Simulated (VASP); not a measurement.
# W in VASP: notebook

The runs below take W through relaxation of cell and atoms, single point, with PBE+D4, PBE+TS.

All numbers are computed with VASP 6.6.1; they aren't measurements. Logs are shortened: lines on timing, memory, paths and dates and some standing lists are left out, and cuts for length are marked.

### 1 The cell of the first run

Symmetry: Im-3m, No. 229, cubic system. The conventional cell has a = 3.227 Å, b = 3.227 Å, c = 3.227 Å, α = 90.00°, β = 90.00°, γ = 90.00°. W (site symmetry m-3m) has 14 W at 2.79 to 3.23 Å within 3.7 Å.

### 2 Relaxation of cell and atoms, PBE+D4 (16.80 Å³/atom)

POSCAR reads:

```
W
1.0
   -1.6133792515      1.6133792515      1.6133792515
    1.6133792515     -1.6133792515      1.6133792515
    1.6133792515      1.6133792515     -1.6133792515
W
1
Direct
    0.0000000000      0.0000000000      0.0000000000
```

INCAR.step1 reads:

```
SYSTEM = W
  ALGO = Normal
  EDIFF = 1E-6
  EDIFFG = -0.005
  ENCUT = 340
  GGA = PE
  GGA_COMPAT = .False.
  IBRION = 2
  ISIF = 3
  ISMEAR = 1
  IVDW = 13
  LASPH = .True.
  LCHARG = .False.
  LREAL = .False.
  LWAVE = .False.
  NELM = 120
  NELMIN = 4
  NSW = 80
  POTIM = 0.5
  PREC = Accurate
  SIGMA = 0.1
```

INCAR.step3 reads:

```
SYSTEM = W
  ALGO = Normal
  EDIFF = 1E-6
  ENCUT = 340
  GGA = PE
  GGA_COMPAT = .False.
  ISIF = 2
  ISMEAR = 1
  IVDW = 13
  LASPH = .True.
  LCHARG = .False.
  LREAL = .False.
  LWAVE = .False.
  NELM = 120
  PREC = Accurate
  SIGMA = 0.1
```

KPOINTS reads:

```
Automatic mesh
0
Gamma
  13 13 13
  0 0 0
```

Potentials or basis: VASP PAW PBE potentials, release 64 (W_sv).

Launch:

```console
> cat potpaw_PBE.64/W_sv/POTCAR > POTCAR
> cp INCAR.step1 INCAR
> cp POSCAR.step1 POSCAR
> mpirun -np 1 vasp_std > vasp.out
> cp CONTCAR POSCAR
> mpirun -np 1 vasp_std > vasp.out
> cp CONTCAR POSCAR
> cp INCAR.step3 INCAR
> mpirun -np 1 vasp_std > vasp.out
```

OUTCAR:

```text
SYSTEM = W
   EDIFF = 1E-6
   ENCUT = 340
   GGA = PE
   ISIF = 2
   ISMEAR = 1
   IVDW = 13
   LASPH = .True.
   LREAL = .False.
   NELM = 120
   PREC = Accurate

 Found     84 irreducible k-points:

 Following reciprocal coordinates:
            Coordinates               Weight
  0.000000  0.000000  0.000000      1.000000
  0.076923  0.000000  0.000000     12.000000
  0.153846  0.000000  0.000000     12.000000
  0.230769  0.000000  0.000000     12.000000
  0.307692  0.000000  0.000000     12.000000
  0.384615  0.000000  0.000000     12.000000
   k-points           NKPTS =     84   k-points in BZ     NKDIM =     84   number of bands    NBANDS=     11
   number of dos      NEDOS =    301   number of ions     NIONS =      1
   total plane-waves  NPLWV =   4096
   dimension x,y,z NGX =    16 NGY =   16 NGZ =   16
   dimension x,y,z NGXF=    32 NGYF=   32 NGZF=   32
   ions per type =               1
   NGX,Y,Z   is equivalent  to a cutoff of   9.72,  9.72,  9.72 a.u.
   NGXF,Y,Z  is equivalent  to a cutoff of  19.44, 19.44, 19.44 a.u.
 SYSTEM =  W
   PREC   = accura    normal or accurate (medium, high low for compatibility)
   ISTART =      0    job   : 0-new  1-cont  2-samecut
   ICHARG =      2    charge: 1-file 2-atom 10-const
   ISPIN  =      1    spin polarized calculation?
   LNONCOLLINEAR =      F non collinear calculations
   LSORBIT =      F    spin-orbit coupling
   LASPH  =      T    aspherical Exc in radial PAW
   ENCUT  =  340.0 eV  24.99 Ry    5.00 a.u.   4.11  4.11  4.11*2*pi/ulx,y,z
   NELM   =    120;   NELMIN=  2; NELMDL=  0     # of ELM steps
   EDIFF  = 0.1E-05   stopping-criterion for ELM
   LREAL  =      F    real-space projection
   EDIFFG = 0.1E-04   stopping-criterion for IOM
   NSW    =      0    number of steps for IOM
   IBRION =     -1    ionic relax: 0-MD 1-quasi-New 2-CG
   NFREE  =      0    steps in history (QN), initial steepest desc. (CG)
   ISIF   =      2    stress and relaxation
   ISYM   =      2    0-nonsym 1-usesym 2-fastsym
   POTIM  = 0.5000    time-step for ionic-motion
   TEBEG  =    0.0;   TEEND  =   0.0 temperature during run

   SCALEE = 1.0000    scale energy and forces
   PSTRESS=    0.0 pullay stress
   NELECT =      14.0000    total number of electrons
   NUPDOWN=      -1.0000    fix difference up-down
   EMIN   =  10.00;   EMAX   =-10.00  energy-range for DOS
   EFERMI =   0.00;   METHOD = LEGACY
   ISMEAR =     1;   SIGMA  =   0.10  broadening in eV -4-tet -1-fermi 0-gaus
   EFERMI_NEDOS =   21; number of points for ismear=-14 and -15
   IALGO  =     38    algorithm
   IMIX   =      4    mixing-type and parameters
     AMIX     =   0.40;   BMIX     =  1.00
     AMIX_MAG =   1.60;   BMIX_MAG =  1.00
  volume/ion in A,a.u.               =      15.78       106.47
  Fermi-wavevector in a.u.,A,eV,Ry     =   1.573150  2.972822 33.671699  2.474800
  Thomas-Fermi vector in A             =   2.674477
   LORBIT       =      0    0 simple, 1 ext, 2 COOP (PROOUT), +10 PAW based schemes
   GGA     = PE    functional components
   LHFCALC =     F    Hartree Fock is set to
   AEXX    =    0.0000 exact exchange contribution
   IVDW    =    13    specifies the selected vdW correction

   LEPSILON=     F    determine dielectric tensor
   LRPA    =     F    only Hartree local field effects (RPA)

   CSHIFT  =0.1000    complex shift for real part using Kramers Kronig

   OMEGAMAX=  -1.0    maximum frequency
 non-spin polarized calculation
 Methfessel and Paxton  Order N= 1 SIGMA  =   0.10
  energy-cutoff  :      340.00
  volume of cell :       15.78
 maximum number of plane-waves:       236
   NGX =  9   NGY =  9   NGZ =  9

 number of electron      13.9999994 magnetization

 Free energy of the ion-electron system (eV)
  ---------------------------------------------------
  ext. energy  EPLUGINS =         0.00000000
  ---------------------------------------------------
  free energy    TOTEN  =       -12.95841245 eV

  energy without entropy =      -12.95854208  energy(sigma->0) =      -12.95845566

 E-fermi :  11.5886     XC(G=0): -13.6673

 val. band max:       11.5756733072   @ k =  -0.4615   0.4615   0.2308
 cond. band min:      11.6847621453   @ k =   0.4615   0.0769   0.0000
 fundamental gap:      0.1090888381
 Fermi energy:        11.5885907183

 k-point     1 :       0.0000    0.0000    0.0000
  band No.  band energies     occupation
      1     -62.6575      2.00000
      2     -26.2136      2.00000
      3     -26.2136      2.00000
      4     -26.2136      2.00000
      5       1.8472      2.00000
      6      10.2790      2.00000
      7      10.2790      2.00000
      8      10.2790      2.00000
      9      13.7881      0.00000
     10      13.7881      0.00000
     11      26.0395      0.00000

 k-point     2 :       0.0769    0.0000    0.0000
  band No.  band energies     occupation
      1     -62.6496      2.00000
      2     -26.2946      2.00000
      3     -26.2388      2.00000
      4     -26.2140      2.00000
      5       2.1340      2.00000
      6      10.1050      2.00000
      7      10.2356      2.00000
      8      10.5578      2.00000
      9      13.5209     -0.00000
     10      13.7904      0.00000
     11      26.2807      0.00000

 k-point     3 :       0.1538    0.0000    0.0000
  band No.  band energies     occupation
      1     -62.6280      2.00000
      2     -26.5149      2.00000
      3     -26.3082      2.00000
      4     -26.2151      2.00000
      5       2.9297      2.00000
      6       9.6574      2.00000
      7      10.0239      2.00000
      8      11.3738      2.00963
      9      13.1185     -0.00000
     10      13.8222      0.00000
     11      26.7476      0.00000

 k-point     4 :       0.2308    0.0000    0.0000
  band No.  band energies     occupation
      1     -62.5973      2.00000
      2     -26.8152      2.00000
      3     -26.4046      2.00000
      4     -26.2168      2.00000
      5       4.0089      2.00000
      6       9.0947      2.00000
      7       9.6921      2.00000
      8      12.6722     -0.00000
      9      13.1003     -0.00000
     10      13.9341      0.00000
     11      26.5418      0.00000

 k-point     5 :       0.3077    0.0000    0.0000
  band No.  band energies     occupation
      1     -62.5645      2.00000
      2     -27.1223      2.00000
      3     -26.5052      2.00000
      4     -26.2186      2.00000
      5       4.9051      2.00000
      6       8.5644      2.00000
      7       9.8001      2.00000
      8      13.4118     -0.00000
      9      14.1507      0.00000
     10      14.3401      0.00000
     11      25.2965      0.00000

 k-point     6 :       0.3846    0.0000    0.0000
  band No.  band energies     occupation
      1     -62.5375      2.00000
      2     -27.3684      2.00000
      3     -26.5873      2.00000
      4     -26.2202      2.00000
      5       5.2199      2.00000
      6       8.1640      2.00000
      7      10.7698      2.00000
      8      13.7261      0.00000
      9      14.4280      0.00000
     10      16.1377      0.00000
     11      23.9430      0.00000

 [... further k-points ...]

------------------------ aborting loop because EDIFF is reached ----------------------------------------

  DFT-D4 for vdW energy calculation

  Edisp (eV):   -0.72512

  FORCE on cell =-STRESS in cart. coord.  units (eV):
  Direction    XX          YY          ZZ          XY          YZ          ZX
  --------------------------------------------------------------------------------------
  -------------------------------------------------------------------------------------
  Total       0.00011     0.00011     0.00011     0.00000     0.00000     0.00000
  in kB       0.01119     0.01119     0.01119     0.00000     0.00000     0.00000
  external pressure =        0.01 kB  Pullay stress =        0.00 kB

 VOLUME and BASIS-vectors are now :
 -----------------------------------------------------------------------------
  energy-cutoff  :      340.00
  volume of cell :       15.78
      direct lattice vectors                 reciprocal lattice vectors
    -1.580013463  1.580013463  1.580013463     0.000000000  0.316453000  0.316453000
     1.580013463 -1.580013463  1.580013463     0.316453000  0.000000000  0.316453000
     1.580013463  1.580013463 -1.580013463     0.316453000  0.316453000  0.000000000

 POSITION                                       TOTAL-FORCE (eV/Angst)
 -----------------------------------------------------------------------------------
      0.00000      0.00000      0.00000         0.000000      0.000000      0.000000
 -----------------------------------------------------------------------------------
    total drift:                                0.000000      0.000000     -0.000000

  FREE ENERGIE OF THE ION-ELECTRON SYSTEM (eV)
  ---------------------------------------------------
  free  energy   TOTEN  =       -13.6835295207 eV

  energy  without entropy=      -13.6836591484  energy(sigma->0) =      -13.68357273
```

Run time: 28 s. Hardware: 1 thread of Intel Xeon Platinum 8488C (Sapphire Rapids), shared host; peak memory 0.13 GiB.

Results:

```yaml
Free_energy: -13.6835 eV
Relaxed_volume: 15.78 Å³/atom
Relaxed_cell: a = 2.737 Å, b = 2.737 Å, c = 2.737 Å, α = 109.47°, β = 109.47°, γ = 109.47°
Space_group_after_relaxing_to_0.1_Å: Im-3m (No. 229)
Energy_gained_by_relaxing: 56.3 meV/atom
Ionic_steps: 8
Pressure_after_relaxing: 0.0 GPa
Band_gap_on_the_k_mesh: zero (bands 7 and 8 overlap by 5.78 eV)
Dispersion_energy_per_atom: -0.725 eV
```

Step by step:
| step | energy change (eV) | largest force (eV/Å) | pressure (GPa) | volume (Å³) |
| --- | --- | --- | --- | --- |
| 1 | 0.0000 | 0.0000 | -17.76 | 16.80 |
| 2 | 0.8602 | 0.0000 | 113.36 | 12.67 |
| 3 | -0.0587 | 0.0000 | -2.18 | 15.89 |
| 4 | -0.0593 | 0.0000 | -0.52 | 15.81 |
| 5 | -0.0594 | 0.0000 | 0.02 | 15.78 |
| 6 | -0.0563 | 0.0000 | -0.13 | 15.78 |
| 7 | -0.0563 | 0.0000 | 0.49 | 15.75 |
| 8 | -0.0563 | 0.0000 | 0.01 | 15.78 |

Final structure:
```yaml
crystal:
  lattice:
    - [-1.58001, 1.58001, 1.58001]
    - [1.58001, -1.58001, 1.58001]
    - [1.58001, 1.58001, -1.58001]
  atoms:
    - { symbol: W, position: [0.00000, 0.00000, 0.00000] }
```

Caveat: spin-orbit coupling is left out, which moves the levels of the heavy elements.

### 3 Relaxation of cell and atoms, PBE+D4 (16.80 Å³/atom)

POSCAR is that of step 2.

INCAR.step1: that of step 2 with these lines changed.

```diff
@@ -2,5 +2,5 @@
   ALGO = Normal
-  EDIFF = 1E-6
-  EDIFFG = -0.005
-  ENCUT = 340
+  EDIFF = 1E-7
+  EDIFFG = -0.002
+  ENCUT = 650
   GGA = PE
@@ -20,2 +20,2 @@
   PREC = Accurate
-  SIGMA = 0.1
+  SIGMA = 0.05
```

INCAR.step4 reads:

```
SYSTEM = W
  ALGO = Normal
  EDIFF = 1E-7
  ENCUT = 650
  GGA = PE
  GGA_COMPAT = .False.
  ISIF = 2
  ISMEAR = 1
  IVDW = 13
  LASPH = .True.
  LCHARG = .False.
  LREAL = .False.
  LWAVE = .False.
  NELM = 120
  PREC = Accurate
  SIGMA = 0.05
```

KPOINTS reads:

```
Automatic mesh
0
Gamma
  16 16 16
  0 0 0
```

Potentials or basis: VASP PAW PBE potentials, release 64 (W_sv).

Launch:

```console
> cat potpaw_PBE.64/W_sv/POTCAR > POTCAR
> cp INCAR.step1 INCAR
> cp POSCAR.step1 POSCAR
> mpirun -np 1 vasp_std > vasp.out
> cp CONTCAR POSCAR
> mpirun -np 1 vasp_std > vasp.out
> cp CONTCAR POSCAR
> mpirun -np 1 vasp_std > vasp.out
> cp CONTCAR POSCAR
> cp INCAR.step4 INCAR
> mpirun -np 1 vasp_std > vasp.out
```

It took 1.9 min on 1 thread of Intel Xeon Platinum 8488C (Sapphire Rapids), shared host; peak memory 0.19 GiB.

The run converged. Its results:

```
Free energy                           : -13.6734 eV
Relaxed volume                        : 15.80 Å³/atom
Relaxed cell                          : a = 2.738 Å, b = 2.738 Å, c = 2.738 Å, α = 109.47°, β = 109.47°, γ = 109.47°
Space group after relaxing (to 0.1 Å) : Im-3m (No. 229)
Energy gained by relaxing             : 56.3 meV/atom
Ionic steps                           : 7
Pressure after relaxing               : 0.0 GPa
Band gap on the k mesh                : zero (bands 7 and 8 overlap by 6.43 eV)
Dispersion energy per atom            : -0.724 eV
```

The path:
```
step  energy change (eV)  largest force (eV/Å)  pressure (GPa)  volume (Å³)
   1              0.0000                0.0000          -17.06        16.80
   2              0.7644                0.0000          105.12        12.82
   3             -0.0557                0.0000           -2.02        15.90
   4             -0.0563                0.0000           -0.48        15.82
   5             -0.0564                0.0000            0.00        15.80
   6             -0.0563                0.0000           -0.02        15.80
   7             -0.0563                0.0000           -0.02        15.80
```

Final structure:
```
W
1.0
    -1.58078    1.58078    1.58078
     1.58078   -1.58078    1.58078
     1.58078    1.58078   -1.58078
W
1
Cartesian
  0.0000 0.0000 0.0000
```

Levels at points of the mesh, in eV from the Fermi level:
```
           k point  band 5  band 6  band 7  band 8  band 9  band 10
(0.00, 0.00, 0.00)   -9.70   -1.28   -1.28   -1.28    2.23     2.23
(0.50, 0.00, 0.00)   -6.34   -3.63    0.64    2.12    3.10     6.14
(0.50, 0.50, 0.50)   -5.91   -5.91    5.15    5.15    5.15     8.23
```

Caveat: spin-orbit coupling is left out, which moves the levels of the heavy elements.

### 4 Single point, PBE+TS (cell strained by +1.5% along z)

INCAR reads:

```
ADDGRID = F ; ALGO = Normal
EDIFF = 1E-8 ; ENCUT = 590
GGA = PE ; GGA_COMPAT = F
ISIF = 2 ; ISMEAR = 1
IVDW = 2 ; LASPH = T
LCHARG = F ; LREAL = F
LWAVE = F ; NELM = 120
PREC = Accurate ; SIGMA = 0.05
```

KPOINTS reads:

```
Automatic mesh
0
Gamma
  27 27 27
  0 0 0
```

POSCAR reads:

```
W
1.0
   -1.5823450000      1.5823450000      1.6060801750
    1.5823450000     -1.5823450000      1.6060801750
    1.5823450000      1.5823450000     -1.6060801750
W
1
Direct
    0.0000000000      0.0000000000      0.0000000000
```

Launch:

```console
> cat potpaw_PBE.64/W_sv/POTCAR > POTCAR
> mpirun -np 1 vasp_std > vasp.out
```

Run time: 86 s. Hardware: 1 thread of Intel Xeon 6975P-C (Granite Rapids), shared host; peak memory 0.4 GiB.

It converged, with:

```yaml
Free_energy: -14.0774 eV
Pressure: -15.2 GPa
Band_gap_on_the_k_mesh: zero (bands 7 and 8 overlap by 1.74 eV)
Dispersion_energy_per_atom: -1.124 eV
```

Stress tensor (GPa, compression positive):
```
-13.62   0.00   0.00
  0.00 -13.62   0.00
  0.00   0.00 -18.43
```

Levels at points of the mesh, in eV from the Fermi level:
```csv
k point,band 3,band 4,band 5,band 6,band 7,band 8,band 9,band 10,band 11
"(0.00, 0.00, 0.00)",-37.81,-37.81,-9.58,-1.29,-1.29,-1.10,2.07,2.33,14.28
```

Caveat: the cell differs from its parent crystal (cell strained by +1.5% along z); the cell stands under tension; spin-orbit coupling is left out, which moves the levels of the heavy elements.

### 5 Summary

```csv
task,level,cell,k mesh,cutoff (eV),smearing,purpose,passes,gap on the mesh (eV),pressure (GPa),relaxed volume (Å³/atom)
relaxation of cell and atoms,PBE+D4,"relaxed from a = 2.794 Å, angles 109.5°, 1 atom",13 × 13 × 13,340,methfessel-paxton 0.1 eV,cell,2,none,0.0,15.78
relaxation of cell and atoms,PBE+D4,"relaxed from a = 2.794 Å, angles 109.5°, 1 atom",16 × 16 × 16,650,methfessel-paxton 0.05 eV,cell,3,none,0.0,15.80
single point,PBE+TS,"a = 2.754 Å, angles 109.9, 109.9, 108.7°, 1 atom",27 × 27 × 27,590,methfessel-paxton 0.05 eV,all,-,none,-15.2,-
```

Alike in all rows: potentials or basis VASP PAW PBE potentials, release 64 (W_sv); no spin polarisation.

Caveats: spin-orbit coupling is left out, which moves the levels of the heavy elements; the cell stands under tension (at least some runs).

Absolute energies hang on the potentials; compare differences alone.
